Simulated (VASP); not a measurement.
Set up this calculation in VASP 6.6.1, as the native input.

- Task: single point
- Functional: r2SCAN
- Potentials or basis: VASP PAW PBE potentials, release 64 (Cl)
- Cutoff: 520 eV
- k mesh: 7 × 7 × 4
- Occupations: fermi-dirac, width 0.05 eV
- Spin: no spin polarisation
- Dipole correction: no
- Further INCAR settings: ALGO = Normal; EDIFF = 1e-06; NBANDS = 22

Cl:

```
Cl
1.0
     3.08080   -2.20407    0.00000
     3.08080    2.20407    0.00000
     0.00000    0.00000    8.04240
Cl
4
Direct
  0.37000 0.63000 0.40000
  0.13000 0.87000 0.90000
  0.63000 0.37000 0.60000
  0.87000 0.13000 0.10000
```

One way to write it, as run:

POSCAR

```
Cl
1.0
    3.0807983119     -2.2040687446      0.0000000000
    3.0807983119      2.2040687446      0.0000000000
    0.0000000000      0.0000000000      8.0424019526
Cl
4
Direct
    0.3700000000      0.6300000000      0.4000000000
    0.1300000000      0.8700000000      0.9000000000
    0.6300000000      0.3700000000      0.6000000000
    0.8700000000      0.1300000000      0.1000000000
```

INCAR.step1

```
SYSTEM = Cl
PREC     = Accurate       ! precision mode
ENCUT    = 520            ! plane-wave cutoff, eV
ISMEAR   = -1             ! smearing method
SIGMA    = 0.05           ! smearing width, eV
LREAL    = .False.        ! projectors in reciprocal space
LASPH    = .True.         ! aspherical terms in the spheres
NELM     = 60             ! most SCF steps
NBANDS   = 22             ! bands
GGA      = PE             ! functional
ALGO     = Normal         ! electronic algorithm
EDIFF    = 1E-4           ! SCF threshold, eV
LWAVE    = .True.         ! write WAVECAR
LCHARG   = .False.        ! write CHGCAR
```

INCAR.step2

```
SYSTEM = Cl
PREC     = Accurate       ! precision mode
ENCUT    = 520            ! plane-wave cutoff, eV
EDIFF    = 1E-6           ! SCF threshold, eV
ISMEAR   = -1             ! smearing method
SIGMA    = 0.05           ! smearing width, eV
LREAL    = .False.        ! projectors in reciprocal space
LASPH    = .True.         ! aspherical terms in the spheres
NELM     = 60             ! most SCF steps
ALGO     = Normal         ! electronic algorithm
ISIF     = 2              ! what is computed and relaxed
LWAVE    = .False.        ! write WAVECAR
LCHARG   = .False.        ! write CHGCAR
METAGGA  = R2SCAN         ! meta-GGA
LMIXTAU  = .True.       
NBANDS   = 22             ! bands
ISTART   = 1
```

KPOINTS

```
regular mesh
0
Gamma
  7 7 4
  0 0 0
```

Potentials or basis: VASP PAW PBE potentials, release 64 (Cl).

The run is started by

```sh
$ cat potpaw_PBE.64/Cl/POTCAR > POTCAR
$ cp INCAR.step1 INCAR
$ mpirun -np 1 vasp_std > vasp.out
$ cp INCAR.step2 INCAR
$ mpirun -np 1 vasp_std > vasp.out
```

It gave:

| Property | Result |
| --- | --- |
| Pressure | 0.8 GPa |
| Largest force | 0.376 eV/Å |
| Band gap on the k mesh | 3.14 eV (least direct gap 3.20 eV) |

Caveat: the PAW data sets were made with another functional, which shifts forces and pressure a little.

It took 4.5 min on 1 thread of Oxide Virtual Turin-like Processor, with other jobs on the host, peak memory 0.22 GiB.
